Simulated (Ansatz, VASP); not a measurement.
**Nb in VASP and in Ansatz**

```
Nb
1.0
     2.76869    0.00000    0.00000
     0.00000    2.76869    0.00000
     0.00000    0.00000    2.76869
Nb
1
Cartesian
  0.0000 0.0000 0.0000
```

Alike in both runs: task single point; functional revPBE; k mesh 13 × 13 × 13; occupations fermi-dirac, width 0.1 eV; no spin polarisation.

|  | VASP | Ansatz |
| --- | --- | --- |
| version | VASP 6.6.1 | Ansatz 0.2.0 |
| potentials or method | VASP PAW PBE potentials, release 64 (Nb_sv), cutoff 520 eV | plane waves (420 eV) with PAW, scalar-relativistic |
| valence electrons in the cell | 13 | 13 |

```tsv
	VASP	Ansatz	Ansatz less VASP
pressure (GPa)	-5.1	-4.9	+0.19
```

VASP's potentials were made for PBE, not for revPBE. The functional is the same, so the differences come from potentials, cutoffs and numerics.
